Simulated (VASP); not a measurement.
# Zr (P6_3/mmc) in VASP: notebook

Runs on Zr. Level: PBEsol. Tasks: single point.

All numbers are computed with VASP 6.6.1; they aren't measurements. Logs are shortened: lines on timing, memory, paths and dates and some standing lists are left out, and cuts for length are marked.

## 1. The cell of the first run

The structure is hexagonal, space group P6_3/mmc (No. 194). Conventional cell: a = 3.042 Å, b = 3.042 Å, c = 5.005 Å, α = 90.00°, β = 90.00°, γ = 120.00°. Zr (site symmetry -6m2) has 12 Zr at 3.04 to 3.06 Å within 4.0 Å.

## 2. Single point, PBEsol

INCAR

```
SYSTEM = Zr
ALGO = Normal
EDIFF = 1E-6
ENCUT = 520
GGA = PS
ISIF = 2
ISMEAR = -1
LASPH = .TRUE.
LCHARG = .TRUE.
LELF = .TRUE.
LREAL = .FALSE.
LVHAR = .TRUE.
LWAVE = .FALSE.
NBANDS = 19
NELM = 60
PREC = Accurate
SIGMA = 0.05
```

KPOINTS

```
k-points
0
G
  14 14 8
  0 0 0
```

POSCAR

```
Zr
1.0
    3.0417841664      0.0000000000      0.0000000000
   -1.5208920832      2.6342623610      0.0000000000
    0.0000000000      0.0000000000      5.0046736124
Zr
2
Direct
    0.3333333333      0.6666666667      0.2500000000
    0.6666666667      0.3333333333      0.7500000000
```

Potentials or basis: VASP PAW PBE potentials, release 64 (Zr_sv).

The run is started by

```
> cat potpaw_PBE.64/Zr_sv/POTCAR > POTCAR
> mpirun -np 1 vasp_std > vasp.out
```

OUTCAR:

```text
SYSTEM = Zr
   EDIFF = 1E-6
   ENCUT = 520
   GGA = PS
   ISIF = 2
   ISMEAR = -1
   LASPH = .TRUE.
   LREAL = .FALSE.
   NELM = 60
   PREC = Accurate

 ion  position               nearest neighbor table
   1  0.333  0.667  0.250-   2 3.06   2 3.06   2 3.06   2 3.06   2 3.06   2 3.06
   2  0.667  0.333  0.750-   1 3.06   1 3.06   1 3.06   1 3.06   1 3.06   1 3.06

  LATTYP: Found a hexagonal cell.
 ALAT       =     3.0417841664
 C/A-ratio  =     1.6453085882

  Lattice vectors:

 A1 = (   3.0417841664,   0.0000000000,   0.0000000000)
 A2 = (  -1.5208920832,   2.6342623610,   0.0000000000)
 A3 = (   0.0000000000,   0.0000000000,   5.0046736124)

Analysis of symmetry for initial positions (statically):
=====================================================================
 Subroutine PRICEL returns:
 Original cell was already a primitive cell.

 Routine SETGRP: Setting up the symmetry group for a
 hexagonal supercell.

 Subroutine GETGRP returns: Found 24 space group operations
 (whereof 12 operations were pure point group operations)
 out of a pool of 24 trial point group operations.

The static configuration has the point symmetry D_3d.
 The point group associated with its full space group is D_6h.

Analysis of symmetry for dynamics (positions and initial velocities):
=====================================================================
 Subroutine PRICEL returns:
 Original cell was already a primitive cell.

 Routine SETGRP: Setting up the symmetry group for a
 hexagonal supercell.

 Subroutine GETGRP returns: Found 24 space group operations
 (whereof 12 operations were pure point group operations)
 out of a pool of 24 trial point group operations.

The dynamic configuration has the point symmetry D_3d.
 The point group associated with its full space group is D_6h.

 Subroutine INISYM returns: Found 24 space group operations
 (whereof 12 operations are pure point group operations),
 and found     1 'primitive' translations

----------------------------------------------------------------------------------------

                                     Primitive cell

  volume of cell :      40.1017

  direct lattice vectors                    reciprocal lattice vectors
     3.041784166  0.000000000  0.000000000     0.328754423  0.189806455  0.000000000
    -1.520892083  2.634262361  0.000000000     0.000000000  0.379612910  0.000000000
     0.000000000  0.000000000  5.004673612     0.000000000  0.000000000  0.199813230

  length of vectors
     3.041784166  3.041784166  5.004673612     0.379612910  0.379612910  0.199813230

  position of ions in fractional coordinates (direct lattice)
     0.333333333  0.666666667  0.250000000
     0.666666667  0.333333333  0.750000000

  ion indices of the primitive-cell ions
   primitive index   ion index
                 1           1
                 2           2

----------------------------------------------------------------------------------------

 KPOINTS: k-points

Automatic generation of k-mesh.
 Grid dimensions read from file:
 generate k-points for:   14   14    8

 Generating k-lattice:

  Cartesian coordinates                     Fractional coordinates (reciprocal lattice)
     0.023482459  0.013557604  0.000000000     0.071428571  0.000000000  0.000000000
     0.000000000  0.027115208  0.000000000     0.000000000  0.071428571  0.000000000
     0.000000000  0.000000000  0.024976654     0.000000000  0.000000000  0.125000000

  Length of vectors
     0.027115208  0.027115208  0.024976654

  Shift w.r.t. Gamma in fractional coordinates (k-lattice)
     0.000000000  0.000000000  0.000000000

 Subroutine IBZKPT returns following result:
 ===========================================

 Found    120 irreducible k-points:

 Following reciprocal coordinates:
            Coordinates               Weight
  0.000000  0.000000  0.000000      1.000000
  0.071429  0.000000  0.000000      6.000000
  0.142857 -0.000000  0.000000      6.000000
  0.214286 -0.000000  0.000000      6.000000
  0.285714  0.000000  0.000000      6.000000
  0.357143 -0.000000  0.000000      6.000000
[... 16 lines left out ...]
  0.285714  0.285714  0.000000      6.000000
  0.357143  0.285714  0.000000      6.000000
 [... further k-points ...]
   k-points           NKPTS =    120   k-points in BZ     NKDIM =    120   number of bands    NBANDS=     19
   number of dos      NEDOS =    301   number of ions     NIONS =      2
   total plane-waves  NPLWV =  23040
   dimension x,y,z NGX =    24 NGY =   24 NGZ =   40
   dimension x,y,z NGXF=    48 NGYF=   48 NGZF=   80
   ions per type =               2
   NGX,Y,Z   is equivalent  to a cutoff of  13.12, 13.12, 13.29 a.u.
   NGXF,Y,Z  is equivalent  to a cutoff of  26.23, 26.23, 26.57 a.u.
 SYSTEM =  Zr
   PREC   = accura    normal or accurate (medium, high low for compatibility)
   ISTART =      0    job   : 0-new  1-cont  2-samecut
   ICHARG =      2    charge: 1-file 2-atom 10-const
   ISPIN  =      1    spin polarized calculation?
   LNONCOLLINEAR =      F non collinear calculations
   LSORBIT =      F    spin-orbit coupling
   LASPH  =      T    aspherical Exc in radial PAW
   ENCUT  =  520.0 eV  38.22 Ry    6.18 a.u.   5.66  5.66  9.31*2*pi/ulx,y,z
   NELM   =     60;   NELMIN=  2; NELMDL= -5     # of ELM steps
   EDIFF  = 0.1E-05   stopping-criterion for ELM
   LREAL  =      F    real-space projection
   EDIFFG = 0.1E-04   stopping-criterion for IOM
   NSW    =      0    number of steps for IOM
   IBRION =     -1    ionic relax: 0-MD 1-quasi-New 2-CG
   NFREE  =      0    steps in history (QN), initial steepest desc. (CG)
   ISIF   =      2    stress and relaxation
   ISYM   =      2    0-nonsym 1-usesym 2-fastsym
   POTIM  = 0.5000    time-step for ionic-motion
   TEBEG  =    0.0;   TEEND  =   0.0 temperature during run
   PSTRESS=    0.0 pullay stress
   NELECT =      24.0000    total number of electrons
   NUPDOWN=      -1.0000    fix difference up-down
   EMIN   =  10.00;   EMAX   =-10.00  energy-range for DOS
   EFERMI =   0.00;   METHOD = LEGACY
   ISMEAR =    -1;   SIGMA  =   0.05  broadening in eV -4-tet -1-fermi 0-gaus
   EFERMI_NEDOS =   21; number of points for ismear=-14 and -15
   IALGO  =     38    algorithm
   IMIX   =      4    mixing-type and parameters
     AMIX     =   0.40;   BMIX     =  1.00
     AMIX_MAG =   1.60;   BMIX_MAG =  1.00
  volume/ion in A,a.u.               =      20.05       135.31
  Fermi-wavevector in a.u.,A,eV,Ry     =   1.379614  2.607092 25.896433  1.903334
  Thomas-Fermi vector in A             =   2.504567
   LORBIT       =      0    0 simple, 1 ext, 2 COOP (PROOUT), +10 PAW based schemes
   GGA     = PS    functional components
   LHFCALC =     F    Hartree Fock is set to
   AEXX    =    0.0000 exact exchange contribution
   IVDW    =     0    specifies the selected vdW correction
   LEPSILON=     F    determine dielectric tensor
   LRPA    =     F    only Hartree local field effects (RPA)
 non-spin polarized calculation
  energy-cutoff  :      520.00
  volume of cell :       40.10
 maximum number of plane-waves:      1099
 NGX is ok and might be reduce to    24
   NGX = 11   NGY = 11   NGZ = 19

 number of electron      24.0000000 magnetization

 Free energy of the ion-electron system (eV)
  ---------------------------------------------------
  ext. energy  EPLUGINS =         0.00000000
  ---------------------------------------------------
  free energy    TOTEN  =       -17.98363029 eV

  energy without entropy =      -17.96731786  energy(sigma->0) =      -17.97547407

 E-fermi :  10.6224     XC(G=0): -11.9035

 val. band max:       10.6142040406   @ k =   0.0714   0.0714   0.0000
 cond. band min:      10.6310881675   @ k =   0.2143   0.0714   0.3750
 fundamental gap:      0.0168841269
 Fermi energy:        10.6224327039

 k-point     1 :       0.0000    0.0000    0.0000
  band No.  band energies     occupation
      1     -37.8596      2.00000
      2     -37.6057      2.00000
      3     -16.6744      2.00000
      4     -15.2919      2.00000
      5     -15.2919      2.00000
      6     -15.1533      2.00000
[... 11 lines left out ...]
     18      13.3058      0.00000
     19      15.8647      0.00000

 k-point     2 :       0.0714    0.0000    0.0000
  band No.  band energies     occupation
      1     -37.8482      2.00000
      2     -37.5998      2.00000
      3     -16.6496      2.00000
      4     -15.3554      2.00000
      5     -15.3113      2.00000
      6     -15.1702      2.00000
[... 11 lines left out ...]
     18      13.1435      0.00000
     19      15.9826      0.00000

 k-point     3 :       0.1429   -0.0000    0.0000
  band No.  band energies     occupation
      1     -37.8159      2.00000
      2     -37.5836      2.00000
      3     -16.5774      2.00000
      4     -15.5325      2.00000
      5     -15.3639      2.00000
      6     -15.3479      2.00000
[... 11 lines left out ...]
     18      12.9307      0.00000
     19      16.2357      0.00000

 k-point     4 :       0.2143   -0.0000    0.0000
  band No.  band energies     occupation
      1     -37.7678      2.00000
      2     -37.5613      2.00000
      3     -16.4653      2.00000
      4     -15.7854      2.00000
      5     -15.5929      2.00000
      6     -15.4365      2.00000
[... 11 lines left out ...]
     18      13.6669      0.00000
     19      16.4808      0.00000

 k-point     5 :       0.2857    0.0000    0.0000
  band No.  band energies     occupation
      1     -37.7114      2.00000
      2     -37.5387      2.00000
      3     -16.3253      2.00000
      4     -16.0612      2.00000
      5     -15.8514      2.00000
      6     -15.5136      2.00000
[... 11 lines left out ...]
     18      14.6147      0.00000
     19      16.6550      0.00000
[... 334 lines left out ...]
      2     -37.5127      2.00000
      3     -16.2981      2.00000
      4     -16.1517      2.00000
      5     -15.9957      2.00000
      6     -15.7938      2.00000
[... 11 lines left out ...]
     18      16.1196      0.00000
     19      17.9116      0.00000

 k-point    22 :       0.3571    0.2143    0.0000
  band No.  band energies     occupation
      1     -37.5680      2.00000
      2     -37.5152      2.00000
      3     -16.3699      2.00000
      4     -16.1435      2.00000
      5     -15.8977      2.00000
      6     -15.8861      2.00000
[... 11 lines left out ...]
     18      16.1664      0.00000
     19      18.5137      0.00000

 k-point    23 :       0.2857    0.2857    0.0000
  band No.  band energies     occupation
      1     -37.5632      2.00000
      2     -37.5161      2.00000
      3     -16.2995      2.00000
      4     -16.1341      2.00000
      5     -15.9273      2.00000
      6     -15.8678      2.00000
[... 11 lines left out ...]
     18      16.0887      0.00000
     19      18.5897      0.00000

 k-point    24 :       0.3571    0.2857    0.0000
  band No.  band energies     occupation
      1     -37.5444      2.00000
      2     -37.5236      2.00000
      3     -16.2948      2.00000
      4     -16.0648      2.00000
      5     -16.0323      2.00000
      6     -15.7841      2.00000
[... 11 lines left out ...]
     18      15.8721      0.00000
     19      18.3919      0.00000

 [... further k-points ...]

------------------------ aborting loop because EDIFF is reached ----------------------------------------

  FORCE on cell =-STRESS in cart. coord.  units (eV):
  Direction    XX          YY          ZZ          XY          YZ          ZX
  --------------------------------------------------------------------------------------
  -------------------------------------------------------------------------------------
  Total        3.2785555      3.2785555      3.2755359      0.0000000      0.0000000      0.0000000
  in kB      130.9875279    130.9875279    130.8668844      0.0000000      0.0000000      0.0000000
  external PRESSURE =     130.9473134 kB  Pullay stress =       0.0000000 kB

 VOLUME and BASIS-vectors are now :
 -----------------------------------------------------------------------------
  energy-cutoff  :      520.00
  volume of cell :       40.10
      direct lattice vectors                 reciprocal lattice vectors
     3.041784166  0.000000000  0.000000000     0.328754423  0.189806455  0.000000000
    -1.520892083  2.634262361  0.000000000     0.000000000  0.379612910  0.000000000
     0.000000000  0.000000000  5.004673612     0.000000000  0.000000000  0.199813230

 POSITION                                       TOTAL-FORCE (eV/Angst)
 -----------------------------------------------------------------------------------
     -0.00000      1.75617      1.25117         0.000000     -0.000000      0.000000
      1.52089      0.87809      3.75351        -0.000000      0.000000      0.000000
 -----------------------------------------------------------------------------------
    total drift:                               -0.000000      0.000000     -0.000000

  FREE ENERGIE OF THE ION-ELECTRON SYSTEM (eV)
  ---------------------------------------------------
  free  energy   TOTEN  =       -17.9836302875 eV

  energy  without entropy=      -17.9673178589  energy(sigma->0) =      -17.97547407
```

Run time: 69 s. Hardware: 1 thread of Intel Xeon Platinum 8259CL at 2.50GHz (Skylake/Cascade Lake), shared host; peak memory 0.21 GiB.

Results:

```
Free energy            : -17.9836 eV
Pressure               : 13.1 GPa
Band gap on the k mesh : zero (band 12 reaches 11.71 eV, above the bottom of band 13 at 10.33 eV)
```

Levels at points of the mesh, in eV from the Fermi level:
```
           k point  band 8  band 9  band 10  band 11  band 12  band 13  band 14  band 15  band 16  band 17
(0.00, 0.00, 0.00)  -25.73   -5.88    -3.45     0.73     0.92     0.92     1.58     1.69     1.69     2.68
(0.50, 0.00, 0.00)  -25.93   -3.15    -2.74    -2.68     0.31     0.70     0.76     1.58     6.07     6.19
(0.00, 0.00, 0.50)  -25.82   -4.05    -4.05    -0.12    -0.12     0.88     0.88     0.88     0.88     4.65
(0.50, 0.00, 0.50)  -26.10   -3.36    -3.36    -1.49    -1.49     2.32     2.32     2.65     2.65     6.19
```

Caveat: the PAW data sets were made with another functional, which shifts forces and pressure a little.

(Continued in part 2 of 2.)
